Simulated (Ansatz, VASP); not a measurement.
**One calculation of InSb, two programs**

Contents of INCAR:

```
SYSTEM = InSb
ALGO = Normal
EDIFF = 1E-6
ENCUT = 520
GGA = PE
ISIF = 2
ISMEAR = -1
LASPH = .True.
LCHARG = .True.
LELF = .True.
LREAL = .False.
LVHAR = .True.
LWAVE = .False.
NBANDS = 16
NELM = 80
PREC = Accurate
SIGMA = 0.08
```

KPOINTS

```
k-points
0
Gamma
  11 11 11
  0 0 0
```

Contents of POSCAR:

```
InSb
1.0
    3.8062691655      0.0000000000      0.0000000000
    0.0000000000      3.8062691655      0.0000000000
    0.0000000000      0.0000000000      3.8062691655
In Sb
1 1
Direct
    0.0000000000      0.0000000000      0.0000000000
    0.5000000000      0.5000000000      0.5000000000
```

Input for Ansatz:

```yaml
crystal:
  lattice:
    - [3.8062691655, 0.0, 0.0]
    - [0.0, 3.8062691655, 0.0]
    - [0.0, 0.0, 3.8062691655]
  atoms:
    - { symbol: In, position: [0.0, 0.0, 0.0] }
    - { symbol: Sb, position: [0.5, 0.5, 0.5] }
kpoints:
  mp_grid: { grid: [11, 11, 11] }
  band_path:
    path:
      - [0.0, 0.0, 0.0]
      - [0.0, 0.5, 0.0]
      - [0.5, 0.5, 0.0]
      - [0.0, 0.0, 0.0]
      - [0.5, 0.5, 0.5]
      - [0.0, 0.5, 0.0]
      - [0.5, 0.5, 0.5]
      - [0.5, 0.5, 0.0]
    npoints: 14
scf:
  occupations: { method: fermi_dirac, width: 0.08 }
hamiltonian:
  xc: pbe
  pseudopotentials: { kind: all_electron, lapw: { basis_error: 0.001 } }
output:
  forces: true
  stress: true
  eigenvalues: true
  populations: true
  dos: { projected: true, de: 0.2, e_range: [-14, 8] }
```

Alike in both runs: task single point; functional PBE; k mesh 11 × 11 × 11; occupations fermi-dirac, width 0.08 eV; no spin polarisation.

|  | VASP | Ansatz |
| --- | --- | --- |
| version | VASP 6.6.1 | Ansatz 0.2.0 |
| potentials or method | VASP PAW PBE potentials, release 64 (In_d, Sb), cutoff 520 eV | all-electron LAPW, scalar-relativistic |

VASP gave:

| Quantity | Value |
| --- | --- |
| pressure (GPa) | -0.1 |

**Question.** Which values does Ansatz return?

**Answer.** Pressure (GPa): 0.0.

Ansatz ran all-electron here, and VASP with PAW potentials.

Spin-orbit coupling is off throughout.
